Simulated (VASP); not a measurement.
Write the native input for VASP 6.6.1 that does the following.

| Item | Value |
| --- | --- |
| Task | single point |
| Functional | PBEsol |
| Dispersion | D3(BJ) |
| Potentials or basis | VASP PAW PBE potentials, release 64 (Sc_sv, Al) |
| Cutoff | 520 eV |
| k mesh | 6 × 6 × 6 |
| Occupations | fermi-dirac, width 0.1 eV |
| Spin | no spin polarisation |
| Dipole correction | no |
| Further INCAR settings | ALGO = Normal; EDIFF = 1e-07; NBANDS = 22 |

The structure of ScAl lies in POSCAR:

```
ScAl
1.0
    2.1633990000     -5.2502190000      0.0000000000
    2.1633990000      5.2502190000      0.0000000000
    0.0000000000      0.0000000000      3.7712920000
Sc Al
2 2
Direct
    0.8646810000      0.1353190000      0.2500000000
    0.1353190000      0.8646810000      0.7500000000
    0.5845050000      0.4154950000      0.2500000000
    0.4154950000      0.5845050000      0.7500000000
```

These files were run (other wordings do the same):

INCAR

```
ALGO = Normal
EDIFF = 1E-7
ENCUT = 520
GGA = PS
ISIF = 2
ISMEAR = -1
IVDW = 12
LASPH = True
LCHARG = True
LELF = True
LREAL = False
LVHAR = True
LWAVE = False
NBANDS = 22
NELM = 60
PREC = Accurate
SIGMA = 0.1
```

KPOINTS

```
k-points
0
Gamma
  6 6 6
```

Potentials or basis: VASP PAW PBE potentials, release 64 (Sc_sv, Al).

The run is started by

```sh
$ cat potpaw_PBE.64/Sc_sv/POTCAR potpaw_PBE.64/Al/POTCAR > POTCAR
$ mpirun -np 1 vasp_std > vasp.out
```

Results of the run:

| Item | Value |
| --- | --- |
| Pressure | -4.6 GPa |
| Largest force | 0.099 eV/Å |
| Band gap on the k mesh | zero (bands 14 and 15 overlap by 1.10 eV) |
| Dispersion energy per atom | -0.342 eV |

Caveat: three body term missing; the cell stands under tension; the PAW data sets were made with another functional, which shifts forces and pressure a little.

Wall time 79 s on 1 thread of Intel(R) Xeon(R) Platinum 8559C (Emerald Rapids), with other jobs on the host, peak memory 0.27 GiB.
